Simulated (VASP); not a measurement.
# Ti2TeAs4 (P-1) in VASP: single point with PBE

Aim: the single point of Ti2TeAs4 with PBE.

All numbers are computed with VASP 6.6.1; they aren't measurements. Logs are shortened: lines on timing, memory, paths and dates and some standing lists are left out, and cuts for length are marked.

### 1 The cell of the first run

The typed cell holds 7 atoms: a = 3.656 Å, b = 3.747 Å, c = 10.026 Å, α = 92.47°, β = 96.92°, γ = 91.04°.

### 2 Single point, PBE

The input, INCAR:

```
PREC = Accurate
ENCUT = 520
EDIFF = 1E-6
ISMEAR = 0
SIGMA = 0.1
LREAL = F
LASPH = T
NELM = 80
ALGO = Normal
ISIF = 2
LWAVE = F
LCHARG = T
GGA = PE
LELF = T
LVHAR = T
NBANDS = 34
```

The input, KPOINTS:

```
regular mesh
0
Gamma
  8 8 4
```

The input, POSCAR:

```
Ti2TeAs4
1.0
    3.6562666273      0.0031192119     -0.0014128630
   -0.0714684027      3.7467651442     -0.0045947110
   -1.2029061291     -0.4433901893      9.9435128703
Ti Te As
2 1 4
Direct
    0.3205841535      0.7845223091      0.2014397917
    0.6794158465      0.2154776909      0.7985602083
    0.5000000000      0.0000000000      0.5000000000
    0.2499897521      0.2506967452      0.0015088453
    0.7500102479      0.7493032548      0.9984911547
    0.1439278456      0.7140109600      0.7088020318
    0.8560721544      0.2859890400      0.2911979682
```

Potentials or basis: VASP PAW PBE potentials, release 64 (Ti_sv, Te, As).

Run with:

```
> cat potpaw_PBE.64/Ti_sv/POTCAR potpaw_PBE.64/Te/POTCAR potpaw_PBE.64/As/POTCAR > POTCAR
> mpirun -np 1 vasp_std > vasp.out
```

OUTCAR:

```text
PREC = Accurate
   ENCUT = 520
   EDIFF = 1E-6
   ISMEAR = 0
   LREAL = F
   LASPH = T
   NELM = 80
   ISIF = 2
   GGA = PE

 ion  position               nearest neighbor table
   1  0.321  0.785  0.201-   4 2.71   5 2.72   5 2.73   7 2.73   7 2.75   7 2.75   4 2.76   7 2.83
                             3 3.06
   2  0.679  0.215  0.799-   5 2.71   4 2.72   4 2.73   6 2.73   6 2.75   6 2.75   5 2.76   6 2.83
                             3 3.06
   3  0.500  0.000  0.500-   6 2.83   7 2.83   1 3.06   2 3.06   6 3.19   7 3.19
   4  0.250  0.251  0.002-   5 2.59   5 2.59   5 2.64   5 2.65   1 2.71   2 2.72   2 2.73   1 2.76

   5  0.750  0.749  0.998-   4 2.59   4 2.59   4 2.64   4 2.65   2 2.71   1 2.72   1 2.73   2 2.76

   6  0.144  0.714  0.709-   2 2.73   2 2.75   2 2.75   2 2.83   3 2.83   3 3.19
   7  0.856  0.286  0.291-   1 2.73   1 2.75   1 2.75   1 2.83   3 2.83   3 3.19

  LATTYP: Found a triclinic cell.
 ALAT       =    10.2497887209
 B/A-ratio  =     0.3567164485
 C/A-ratio  =     0.3656123672
 COS(alpha) =     0.0182177717
 COS(beta)  =     0.0487004225
 COS(gamma) =     0.2389456056

  Lattice vectors:

 A1 = (  -2.4533604982,   0.4402709774,  -9.9421000073)
 A2 = (  -3.6562666273,  -0.0031192119,   0.0014128630)
 A3 = (  -0.0714684027,   3.7467651442,  -0.0045947110)

Analysis of symmetry for initial positions (statically):
=====================================================================
 Subroutine PRICEL returns:
 Original cell was already a primitive cell.

 Routine SETGRP: Setting up the symmetry group for a
 triclinic supercell.

 Subroutine GETGRP returns: Found  2 space group operations
 (whereof  2 operations were pure point group operations)
 out of a pool of  2 trial point group operations.

The static configuration has the point symmetry S_2 .

Analysis of symmetry for dynamics (positions and initial velocities):
=====================================================================
 Subroutine PRICEL returns:
 Original cell was already a primitive cell.

 Routine SETGRP: Setting up the symmetry group for a
 triclinic supercell.

 Subroutine GETGRP returns: Found  2 space group operations
 (whereof  2 operations were pure point group operations)
 out of a pool of  2 trial point group operations.

The dynamic configuration has the point symmetry S_2 .

 Subroutine INISYM returns: Found  2 space group operations
 (whereof  2 operations are pure point group operations),
 and found     1 'primitive' translations

----------------------------------------------------------------------------------------

                                     Primitive cell

[... 95 lines left out ...]
   LNONCOLLINEAR =      F non collinear calculations
   LSORBIT =      F    spin-orbit coupling
   LASPH  =      T    aspherical Exc in radial PAW
   ENCUT  =  520.0 eV  38.22 Ry    6.18 a.u.   6.80  6.97 18.64*2*pi/ulx,y,z
   NELM   =     80;   NELMIN=  2; NELMDL= -5     # of ELM steps
   EDIFF  = 0.1E-05   stopping-criterion for ELM
   LREAL  =      F    real-space projection
[... 7 lines left out ...]
   TEBEG  =    0.0;   TEEND  =   0.0 temperature during run
   PSTRESS=    0.0 pullay stress
   NELECT =      50.0000    total number of electrons
   NUPDOWN=      -1.0000    fix difference up-down
   EMIN   =  10.00;   EMAX   =-10.00  energy-range for DOS
   EFERMI =   0.00;   METHOD = LEGACY
   ISMEAR =     0;   SIGMA  =   0.10  broadening in eV -4-tet -1-fermi 0-gaus
   EFERMI_NEDOS =   21; number of points for ismear=-14 and -15
   IALGO  =     38    algorithm
   IMIX   =      4    mixing-type and parameters
     AMIX     =   0.40;   BMIX     =  1.00
     AMIX_MAG =   1.60;   BMIX_MAG =  1.00
  volume/ion in A,a.u.               =      19.46       131.31
  Fermi-wavevector in a.u.,A,eV,Ry     =   1.172193  2.215124 18.694901  1.374036
  Thomas-Fermi vector in A             =   2.308625
   LORBIT       =      0    0 simple, 1 ext, 2 COOP (PROOUT), +10 PAW based schemes
   GGA     = PE    functional components
   LHFCALC =     F    Hartree Fock is set to
   AEXX    =    0.0000 exact exchange contribution
   IVDW    =     0    specifies the selected vdW correction
   LEPSILON=     F    determine dielectric tensor
   LRPA    =     F    only Hartree local field effects (RPA)
 non-spin polarized calculation
 Gauss-broadening in eV      SIGMA  =   0.10
  energy-cutoff  :      520.00
  volume of cell :      136.21
 maximum number of plane-waves:      3693
   NGX = 13   NGY = 13   NGZ = 37

 number of electron      50.0000000 magnetization

 Free energy of the ion-electron system (eV)
  ---------------------------------------------------
  ext. energy  EPLUGINS =         0.00000000
  ---------------------------------------------------
  free energy    TOTEN  =       -40.05311328 eV

  energy without entropy =      -40.03232858  energy(sigma->0) =      -40.04272093

 E-fermi :   7.5770     XC(G=0): -10.7937

 val. band max:        7.5705448487   @ k =  -0.2500   0.2500   0.2500
 cond. band min:       7.5805978053   @ k =   0.5000   0.0000   0.2500
 fundamental gap:      0.0100529566
 Fermi energy:         7.5770372810

 k-point     1 :       0.0000    0.0000    0.0000
  band No.  band energies     occupation
      1     -49.9526      2.00000
      2     -49.9525      2.00000
      3     -26.2369      2.00000
      4     -26.2311      2.00000
      5     -26.2086      2.00000
      6     -26.2073      2.00000
[... 877 lines left out ...]
     33       9.9425      0.00000
     34      10.2020      0.00000

 [... further k-points ...]
[... 5 lines left out ...]
  --------------------------------------------------------------------------------------
  -------------------------------------------------------------------------------------
  Total        0.1530523      0.1729231      0.1072463      0.0156974      0.0128296      0.0114045
  in kB        1.8003346      2.0340732      1.2615253      0.1846466      0.1509125      0.1341498
  external PRESSURE =       1.6986443 kB  Pullay stress =       0.0000000 kB

 VOLUME and BASIS-vectors are now :
 -----------------------------------------------------------------------------
  energy-cutoff  :      520.00
  volume of cell :      136.21
      direct lattice vectors                 reciprocal lattice vectors
     3.656266627  0.003119212 -0.001412863     0.273511420  0.005258010  0.033322219
    -0.071468403  3.746765144 -0.004594711    -0.000223114  0.266907206  0.011874642
    -1.202906129 -0.443390189  9.943512870     0.000038760  0.000124080  0.100578302

 POSITION                                       TOTAL-FORCE (eV/Angst)
 -----------------------------------------------------------------------------------
      0.87376      2.85110      1.99896         0.002886     -0.003945      0.007766
      1.50813      0.45539      7.93854        -0.002886      0.003945     -0.007766
      1.22668     -0.22014      4.97105        -0.000000     -0.000000      0.000000
      0.89430      0.93941      0.01350        -0.001097      0.001683      0.000873
      1.48759      2.36708      9.92401         0.001097     -0.001683     -0.000873
     -0.37741      2.36140      7.04450         0.002764     -0.004789     -0.012792
      2.75931      0.94509      2.89301        -0.002764      0.004789      0.012792
 -----------------------------------------------------------------------------------
    total drift:                               -0.000000     -0.000000      0.000000

  FREE ENERGIE OF THE ION-ELECTRON SYSTEM (eV)
  ---------------------------------------------------
  free  energy   TOTEN  =       -40.0531132774 eV

  energy  without entropy=      -40.0323285809  energy(sigma->0) =      -40.04272093
```

OSZICAR:

```text
N       E                     dE             d eps       ncg     rms          rms(c)
DAV:   1     0.488258905004E+03    0.48826E+03   -0.22677E+04  8984   0.145E+03
DAV:   2     0.213899335460E+02   -0.46687E+03   -0.45160E+03  9194   0.407E+02
DAV:   3    -0.391323550291E+02   -0.60522E+02   -0.58421E+02 14552   0.124E+02
DAV:   4    -0.446021290431E+02   -0.54698E+01   -0.54257E+01 13720   0.321E+01
DAV:   5    -0.449139734718E+02   -0.31184E+00   -0.31162E+00 12846   0.665E+00    0.177E+01
DAV:   6    -0.438105531440E+02    0.11034E+01   -0.62723E+01 13038   0.432E+01    0.174E+01
DAV:   7    -0.407227866665E+02    0.30878E+01   -0.47108E+01 12932   0.378E+01    0.712E+00
DAV:   8    -0.401580066051E+02    0.56478E+00   -0.26586E+00 11138   0.867E+00    0.496E+00
DAV:   9    -0.400670403196E+02    0.90966E-01   -0.91911E-01 13574   0.486E+00    0.225E+00
DAV:  10    -0.400530043316E+02    0.14036E-01   -0.10161E-01 12812   0.170E+00    0.879E-01
DAV:  11    -0.400557374001E+02   -0.27331E-02   -0.26491E-02 12438   0.949E-01    0.828E-01
DAV:  12    -0.400538172353E+02    0.19202E-02   -0.32579E-03 11948   0.335E-01    0.279E-01
DAV:  13    -0.400531998078E+02    0.61743E-03   -0.15918E-03 14254   0.221E-01    0.136E-01
DAV:  14    -0.400531477171E+02    0.52091E-04   -0.11761E-04 13938   0.531E-02    0.880E-02
DAV:  15    -0.400531367824E+02    0.10935E-04   -0.13056E-05 12414   0.198E-02    0.627E-02
DAV:  16    -0.400531128154E+02    0.23967E-04   -0.99060E-05 13652   0.579E-02    0.745E-03
DAV:  17    -0.400531132774E+02   -0.46200E-06   -0.41933E-06  9474   0.116E-02
   1 F= -.40053113E+02 E0= -.40042721E+02  d E =-.207847E-01
```

Wall time 13 min (1 thread of Intel Xeon 8259CL, shared host); peak memory 0.65 GiB.

Results:

```yaml
Free_energy: -40.0531 eV
Pressure: 0.2 GPa
Largest_force: 0.014 eV/Å
Band_gap_on_the_k_mesh: zero (bands 25 and 26 overlap by 0.38 eV)
```

Forces in eV/Å, atoms in the order of the input:
```
Ti   0.003 -0.004  0.008
Ti  -0.003  0.004 -0.008
Te   0.000  0.000  0.000
As  -0.001  0.002  0.001
As   0.001 -0.002 -0.001
As   0.003 -0.005 -0.013
As  -0.003  0.005  0.013
```

Caveat: spin-orbit coupling is left out, which moves the levels of the heavy elements.
